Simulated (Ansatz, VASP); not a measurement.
**PtSe2 in VASP and in Ansatz**

POSCAR

```
PtSe2
1.0
    3.5795043518      0.0000000000      0.0000000000
   -1.7897521759      3.0999417017      0.0000000000
    0.0000000000      0.0000000000      5.8164888350
Pt Se
1 2
Direct
    0.0000000000      0.0000000000      0.0000000000
    0.3333333333      0.6666666667      0.2379399984
    0.6666666667      0.3333333333      0.7620600016
```

File INCAR.step1:

```
SYSTEM = PtSe2
PREC     = Accurate       ! precision mode
ENCUT    = 520            ! plane-wave cutoff, eV
ISMEAR   = 0              ! smearing method
SIGMA    = 0.01           ! smearing width, eV
LREAL    = .FALSE.        ! projectors in reciprocal space
LASPH    = .TRUE.         ! aspherical terms in the spheres
NELM     = 100            ! most SCF steps
NBANDS   = 18             ! bands
GGA      = PE             ! functional
ALGO     = Normal         ! electronic algorithm
EDIFF    = 1E-4           ! SCF threshold, eV
LWAVE    = .TRUE.         ! write WAVECAR
LCHARG   = .FALSE.        ! write CHGCAR
```

File INCAR.step2:

```
SYSTEM = PtSe2
PREC     = Accurate       ! precision mode
ENCUT    = 520            ! plane-wave cutoff, eV
EDIFF    = 1E-6           ! SCF threshold, eV
ISMEAR   = 0              ! smearing method
SIGMA    = 0.01           ! smearing width, eV
LREAL    = .FALSE.        ! projectors in reciprocal space
LASPH    = .TRUE.         ! aspherical terms in the spheres
NELM     = 100            ! most SCF steps
ALGO     = Normal         ! electronic algorithm
ISIF     = 2              ! what is computed and relaxed
LWAVE    = .FALSE.        ! write WAVECAR
LCHARG   = .FALSE.        ! write CHGCAR
METAGGA  = R2SCAN         ! meta-GGA
LMIXTAU  = .TRUE.       
NBANDS   = 18             ! bands
ISTART   = 1
```

File KPOINTS:

```
regular mesh
0
G
  12 12 6
  0 0 0
```

Input for Ansatz:

```yaml
crystal:
  lattice:
    - [3.5795043518, 0.0, 0.0]
    - [-1.7897521759, 3.0999417017, 0.0]
    - [0.0, 0.0, 5.816488835]
  atoms:
    - { symbol: Pt, position: [0.0, 0.0, 0.0] }
    - { symbol: Se, position: [0.3333333333, 0.6666666667, 0.2379399984] }
    - { symbol: Se, position: [0.6666666667, 0.3333333333, 0.7620600016] }
kpoints:
  mp_grid: { grid: [12, 12, 6] }
  band_path:
    path:
      - [0.0, 0.0, 0.0]
      - [0.5, 0.0, 0.0]
      - [0.3333333333, 0.3333333333, 0.0]
      - [0.0, 0.0, 0.5]
      - [0.5, 0.0, 0.5]
      - [0.3333333333, 0.3333333333, 0.5]
      - [0.0, 0.25, 0.3333333333]
      - [0.0, 0.132812, 0.130208]
      - [0.0, 0.264323, 0.326823]
    npoints: 1
hamiltonian:
  xc: r2scan
scf:
  occupations: { method: fixed }
  n_extra_bands: 4
output:
  forces: true
  stress: true
  eigenvalues: true
  write_density: true
  write_potential: true
  elf: true
  volumetric_format: npy
```

Change from the starting cell: epitaxial_xy strain -4.0%.

Alike in both runs: task single point; functional r2SCAN; k mesh 12 × 12 × 6; no spin polarisation.

```csv
,VASP,Ansatz
version,VASP 6.6.1,Ansatz 0.2.0
potentials or method,"VASP PAW PBE potentials, release 64 (Pt, Se)","plane waves, PAW"
plane-wave cutoff (eV),520,500
occupations,"gaussian, width 0.01 eV",fixed
valence electrons in the cell,22,50
```

```csv
,VASP,Ansatz,Ansatz less VASP
gap on the k mesh at the Fermi level (eV),0.68,0.69,+0.014
pressure (GPa),5.9,5.7,-0.13
"traceless stress, the component that is largest in VASP (GPa)",-4.51,-4.47,+0.041
rms of the force components (eV/Å),0.005,0.014,+0.0088
```

VASP's potentials were made for PBE, not for r2SCAN. Atom by atom the forces differ by 0.009 eV/Å (rms over components). VASP's potentials hold 22 valence electrons a cell and Ansatz's 50, so a difference there can come from the potentials and not from the codes.

Neither program's run includes spin-orbit coupling.
